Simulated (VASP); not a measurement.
# CdSiN2 (P-4m2) in VASP: a series of runs, part 2 of 2

VASP 6.6.1. Earlier steps stand in the parts before.

**3. Single point, PBEsol**

This run uses another cell than the first one, of 11.70 Å³/atom, 1.026 times its volume.

Contents of INCAR:

```
SYSTEM = CdSiN2
  PREC = Accurate
  ENCUT = 520
  EDIFF = 1E-7
  ISMEAR = -1
  SIGMA = 0.02
  LREAL = .FALSE.
  LASPH = .TRUE.
  NELM = 80
  ALGO = Normal
  ISIF = 2
  LWAVE = .FALSE.
  LCHARG = .FALSE.
  GGA = PS
  NBANDS = 21
```

Contents of KPOINTS:

```
regular mesh
0
G
  8 8 4
  0 0 0
```

Contents of POSCAR:

```
CdSiN2
1.0
    3.0374960171      0.0000000000      0.0000000000
    0.0000000000      3.0374960171      0.0000000000
    0.0000000000      0.0000000000      5.0723198955
Cd N Si
1 2 1
Direct
    0.0000000000      0.0000000000      0.0000000000
    0.0000000000      0.5000000000      0.3179742602
    0.5000000000      0.0000000000      0.6820257398
    0.5000000000      0.5000000000      0.5000000000
```

Potentials or basis: VASP PAW PBE potentials, release 64 (Cd, N, Si).

Command:

```sh
$ cat potpaw_PBE.64/Cd/POTCAR potpaw_PBE.64/N/POTCAR potpaw_PBE.64/Si/POTCAR > POTCAR
$ mpirun -np 1 vasp_std > vasp.out
```

OUTCAR:

```text
SYSTEM = CdSiN2
   PREC = Accurate
   ENCUT = 520
   EDIFF = 1E-7
   ISMEAR = -1
   LREAL = .FALSE.
   LASPH = .TRUE.
   NELM = 80
   ISIF = 2
   GGA = PS

 ion  position               nearest neighbor table
   1  0.000  0.000  0.000-   2 2.22   3 2.22   2 2.22   3 2.22   4 3.32   4 3.32   4 3.32   4 3.32
                             4 3.32   4 3.32   4 3.32   4 3.32
   2  0.000  0.500  0.318-   4 1.78   4 1.78   1 2.22   1 2.22
   3  0.500  0.000  0.682-   4 1.78   4 1.78   1 2.22   1 2.22
   4  0.500  0.500  0.500-   2 1.78   3 1.78   3 1.78   2 1.78   1 3.32   1 3.32   1 3.32   1 3.32
                             1 3.32   1 3.32   1 3.32   1 3.32

  LATTYP: Found a simple tetragonal cell.
 ALAT       =     3.0374960171
 C/A-ratio  =     1.6699017437

  Lattice vectors:

 A1 = (   3.0374960171,   0.0000000000,   0.0000000000)
 A2 = (   0.0000000000,   3.0374960171,   0.0000000000)
 A3 = (   0.0000000000,   0.0000000000,   5.0723198955)

Analysis of symmetry for initial positions (statically):
=====================================================================
 Subroutine PRICEL returns:
 Original cell was already a primitive cell.

 Routine SETGRP: Setting up the symmetry group for a
 simple tetragonal supercell.

 Subroutine GETGRP returns: Found  8 space group operations
 (whereof  8 operations were pure point group operations)
 out of a pool of 16 trial point group operations.

The static configuration has the point symmetry D_2d.

Analysis of symmetry for dynamics (positions and initial velocities):
=====================================================================
 Subroutine PRICEL returns:
 Original cell was already a primitive cell.

 Routine SETGRP: Setting up the symmetry group for a
 simple tetragonal supercell.

 Subroutine GETGRP returns: Found  8 space group operations
 (whereof  8 operations were pure point group operations)
 out of a pool of 16 trial point group operations.

The dynamic configuration has the point symmetry D_2d.

 Subroutine INISYM returns: Found  8 space group operations
 (whereof  8 operations are pure point group operations),
 and found     1 'primitive' translations

----------------------------------------------------------------------------------------

                                     Primitive cell

  volume of cell :      46.7992

  direct lattice vectors                    reciprocal lattice vectors
     3.037496017  0.000000000  0.000000000     0.329218539  0.000000000  0.000000000
     0.000000000  3.037496017  0.000000000     0.000000000  0.329218539  0.000000000
     0.000000000  0.000000000  5.072319895     0.000000000  0.000000000  0.197148449

  length of vectors
     3.037496017  3.037496017  5.072319895     0.329218539  0.329218539  0.197148449

  position of ions in fractional coordinates (direct lattice)
     0.000000000  0.000000000  0.000000000
     0.000000000  0.500000000  0.317974260
     0.500000000  0.000000000  0.682025740
     0.500000000  0.500000000  0.500000000

  ion indices of the primitive-cell ions
   primitive index   ion index
                 1           1
                 2           2
                 3           3
                 4           4

----------------------------------------------------------------------------------------

 KPOINTS: regular mesh

Automatic generation of k-mesh.
 Grid dimensions read from file:
 generate k-points for:    8    8    4

 Generating k-lattice:

  Cartesian coordinates                     Fractional coordinates (reciprocal lattice)
     0.041152317  0.000000000  0.000000000     0.125000000  0.000000000  0.000000000
     0.000000000  0.041152317  0.000000000     0.000000000  0.125000000  0.000000000
     0.000000000  0.000000000  0.049287112     0.000000000  0.000000000  0.250000000

  Length of vectors
     0.041152317  0.041152317  0.049287112

  Shift w.r.t. Gamma in fractional coordinates (k-lattice)
     0.000000000  0.000000000  0.000000000

 Subroutine IBZKPT returns following result:
 ===========================================

 Found     45 irreducible k-points:

 Following reciprocal coordinates:
            Coordinates               Weight
  0.000000  0.000000  0.000000      1.000000
  0.125000  0.000000  0.000000      4.000000
  0.250000  0.000000  0.000000      4.000000
  0.375000  0.000000  0.000000      4.000000
  0.500000  0.000000  0.000000      2.000000
  0.125000  0.125000  0.000000      4.000000
[... 16 lines left out ...]
  0.375000  0.125000  0.250000     16.000000
  0.500000  0.125000  0.250000      8.000000
 [... further k-points ...]
   k-points           NKPTS =     45   k-points in BZ     NKDIM =     45   number of bands    NBANDS=     21
   number of dos      NEDOS =    301   number of ions     NIONS =      4
   total plane-waves  NPLWV =  23040
   dimension x,y,z NGX =    24 NGY =   24 NGZ =   40
   dimension x,y,z NGXF=    48 NGYF=   48 NGZF=   80
   ions per type =               1   2   1
   NGX,Y,Z   is equivalent  to a cutoff of  13.14, 13.14, 13.11 a.u.
   NGXF,Y,Z  is equivalent  to a cutoff of  26.27, 26.27, 26.22 a.u.
 SYSTEM =  CdSiN2
   PREC   = accura    normal or accurate (medium, high low for compatibility)
   ISTART =      0    job   : 0-new  1-cont  2-samecut
   ICHARG =      2    charge: 1-file 2-atom 10-const
   ISPIN  =      1    spin polarized calculation?
   LNONCOLLINEAR =      F non collinear calculations
   LSORBIT =      F    spin-orbit coupling
   LASPH  =      T    aspherical Exc in radial PAW
   ENCUT  =  520.0 eV  38.22 Ry    6.18 a.u.   5.65  5.65  9.43*2*pi/ulx,y,z
   NELM   =     80;   NELMIN=  2; NELMDL= -5     # of ELM steps
   EDIFF  = 0.1E-06   stopping-criterion for ELM
   LREAL  =      F    real-space projection
   EDIFFG = 0.1E-05   stopping-criterion for IOM
   NSW    =      0    number of steps for IOM
   IBRION =     -1    ionic relax: 0-MD 1-quasi-New 2-CG
   NFREE  =      0    steps in history (QN), initial steepest desc. (CG)
   ISIF   =      2    stress and relaxation
   ISYM   =      2    0-nonsym 1-usesym 2-fastsym
   POTIM  = 0.5000    time-step for ionic-motion
   TEBEG  =    0.0;   TEEND  =   0.0 temperature during run
   PSTRESS=    0.0 pullay stress
   NELECT =      26.0000    total number of electrons
   NUPDOWN=      -1.0000    fix difference up-down
   EMIN   =  10.00;   EMAX   =-10.00  energy-range for DOS
   EFERMI =   0.00;   METHOD = LEGACY
   ISMEAR =    -1;   SIGMA  =   0.02  broadening in eV -4-tet -1-fermi 0-gaus
   EFERMI_NEDOS =   21; number of points for ismear=-14 and -15
   IALGO  =     38    algorithm
   IMIX   =      4    mixing-type and parameters
     AMIX     =   0.40;   BMIX     =  1.00
     AMIX_MAG =   1.60;   BMIX_MAG =  1.00
  volume/ion in A,a.u.               =      11.70        78.95
  Fermi-wavevector in a.u.,A,eV,Ry     =   1.345819  2.543229 24.643256  1.811228
  Thomas-Fermi vector in A             =   2.473701
   LORBIT       =      0    0 simple, 1 ext, 2 COOP (PROOUT), +10 PAW based schemes
   GGA     = PS    functional components
   LHFCALC =     F    Hartree Fock is set to
   AEXX    =    0.0000 exact exchange contribution
   IVDW    =     0    specifies the selected vdW correction
   LEPSILON=     F    determine dielectric tensor
   LRPA    =     F    only Hartree local field effects (RPA)
 non-spin polarized calculation
  energy-cutoff  :      520.00
  volume of cell :       46.80
 maximum number of plane-waves:      1272
 NGX is ok and might be reduce to    24
   NGX = 11   NGY = 11   NGZ = 19

 number of electron      25.9999995 magnetization

 Free energy of the ion-electron system (eV)
  ---------------------------------------------------
  ext. energy  EPLUGINS =         0.00000000
  ---------------------------------------------------
  free energy    TOTEN  =       -26.11167803 eV

  energy without entropy =      -26.11167803  energy(sigma->0) =      -26.11167803

 E-fermi :   5.5614     XC(G=0): -11.6847

 val. band max:        5.1598505654   @ k =   0.5000   0.0000   0.5000
 cond. band min:       6.3594587855   @ k =   0.0000   0.0000   0.0000
 fundamental gap:      1.1996082201
 Fermi energy:         5.5613903962

 k-point     1 :       0.0000    0.0000    0.0000
  band No.  band energies     occupation
      1     -11.8230      2.00000
      2      -8.8142      2.00000
      3      -3.3233      2.00000
      4      -3.0501      2.00000
      5      -2.4526      2.00000
      6      -2.4526      2.00000
[... 550 lines left out ...]
      5      -2.6108      2.00000
      6      -2.4847      2.00000
[... 13 lines left out ...]
     20      16.8398      0.00000
     21      18.2507      0.00000

 [... further k-points ...]
[... 5 lines left out ...]
  --------------------------------------------------------------------------------------
  -------------------------------------------------------------------------------------
  Total        0.2550989      0.2550989      0.3942795      0.0000000      0.0000000      0.0000000
  in kB        8.7333560      8.7333560     13.4982265      0.0000000      0.0000000      0.0000000
  external PRESSURE =      10.3216462 kB  Pullay stress =       0.0000000 kB

 VOLUME and BASIS-vectors are now :
 -----------------------------------------------------------------------------
  energy-cutoff  :      520.00
  volume of cell :       46.80
      direct lattice vectors                 reciprocal lattice vectors
     3.037496017  0.000000000  0.000000000     0.329218539  0.000000000  0.000000000
     0.000000000  3.037496017  0.000000000     0.000000000  0.329218539  0.000000000
     0.000000000  0.000000000  5.072319895     0.000000000  0.000000000  0.197148449

 POSITION                                       TOTAL-FORCE (eV/Angst)
 -----------------------------------------------------------------------------------
      0.00000      0.00000      0.00000        -0.000000     -0.000000      0.000000
      0.00000      1.51875      1.61287        -0.000000     -0.000000      0.098066
      1.51875      0.00000      3.45945         0.000000     -0.000000     -0.098066
      1.51875      1.51875      2.53616        -0.000000      0.000000      0.000000
 -----------------------------------------------------------------------------------
    total drift:                                0.000000      0.000000      0.000000

  FREE ENERGIE OF THE ION-ELECTRON SYSTEM (eV)
  ---------------------------------------------------
  free  energy   TOTEN  =       -26.1116780326 eV

  energy  without entropy=      -26.1116780326  energy(sigma->0) =      -26.11167803
```

OSZICAR:

```text
N       E                     dE             d eps       ncg     rms          rms(c)
DAV:   1     0.154721757417E+03    0.15472E+03   -0.13979E+04  1930   0.121E+03
DAV:   2    -0.218685315021E+02   -0.17659E+03   -0.16827E+03  2151   0.299E+02
DAV:   3    -0.307038716394E+02   -0.88353E+01   -0.87842E+01  2323   0.714E+01
DAV:   4    -0.307682484082E+02   -0.64377E-01   -0.64361E-01  2088   0.651E+00
DAV:   5    -0.307686538316E+02   -0.40542E-03   -0.40541E-03  2376   0.500E-01    0.154E+01
DAV:   6    -0.260000740075E+02    0.47686E+01   -0.10121E+01  2828   0.481E+01    0.104E+01
DAV:   7    -0.261837165079E+02   -0.18364E+00   -0.31037E+00  2175   0.126E+01    0.598E+00
DAV:   8    -0.261467847067E+02    0.36932E-01   -0.47878E-01  2210   0.483E+00    0.135E+00
DAV:   9    -0.261112294784E+02    0.35555E-01   -0.14878E-01  2383   0.337E+00    0.310E-01
DAV:  10    -0.261116234263E+02   -0.39395E-03   -0.13060E-02  2090   0.904E-01    0.155E-01
DAV:  11    -0.261116860867E+02   -0.62660E-04   -0.66926E-04  2341   0.254E-01    0.755E-02
DAV:  12    -0.261116766039E+02    0.94828E-05   -0.20434E-04  2343   0.135E-01    0.206E-02
DAV:  13    -0.261116780433E+02   -0.14394E-05   -0.26755E-05  2190   0.445E-02    0.872E-03
DAV:  14    -0.261116781331E+02   -0.89798E-07   -0.19051E-06  2175   0.139E-02    0.418E-03
DAV:  15    -0.261116780272E+02    0.10592E-06   -0.64167E-07  2217   0.511E-03    0.115E-03
DAV:  16    -0.261116780326E+02   -0.54147E-08   -0.28402E-08  1145   0.147E-03
   1 F= -.26111678E+02 E0= -.26111678E+02  d E =-.302569E-10
```

Run time: 15 s. Hardware: 1 thread of Intel Xeon 6975P-C (Granite Rapids), shared host; peak memory 0.19 GiB.

Results:

```yaml
Free_energy: -26.1117 eV
Pressure: 1.0 GPa
Largest_force: 0.098 eV/Å
Band_gap_on_the_k_mesh: 1.20 eV, indirect (least direct gap 1.22 eV)
```

Forces in eV/Å, atoms in the order of the input:
```
Cd   0.000  0.000  0.000
N    0.000  0.000  0.098
N    0.000  0.000 -0.098
Si   0.000  0.000  0.000
```

Caveat: the PAW data sets were made with another functional, which shifts forces and pressure a little.
